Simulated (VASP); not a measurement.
A run of VASP 6.6.1:

INCAR

```
ALGO = Fast ; EDIFF = 1E-6
ENCUT = 520 ; GGA = PS
ISIF = 2 ; ISMEAR = 0
LASPH = True ; LCHARG = True
LELF = True ; LREAL = False
LVHAR = True ; LWAVE = False
NBANDS = 18 ; NELM = 100
PREC = Accurate ; SIGMA = 0.15
```

Contents of KPOINTS:

```
k-points
0
Gamma
  16 16 16
```

File POSCAR:

```
ScAl3
1.0
   -2.0556110560      2.0556110560      4.3698183015
    2.0556110560     -2.0556110560      4.3698183015
    2.0556110560      2.0556110560     -4.3698183015
Sc Al
1 3
Direct
    0.0000000000      0.0000000000      0.0000000000
    0.7500000000      0.2500000000      0.5000000000
    0.2500000000      0.7500000000      0.5000000000
    0.5000000000      0.5000000000      0.0000000000
```

Potentials or basis: VASP PAW PBE potentials, release 64 (Sc_sv, Al).

Launch:

```console
$ cat potpaw_PBE.64/Sc_sv/POTCAR potpaw_PBE.64/Al/POTCAR > POTCAR
$ mpirun -np 1 vasp_std > vasp.out
```

Hardware: 1 thread of Oxide Virtual Turin-like Processor (shared host).

Q: Estimate the wall time of this run.

A: It took 17 min on 1 thread of Oxide Virtual Turin-like Processor, with other jobs on the host, peak memory 0.54 GiB. Counts: scf iterations 17, k points 349.
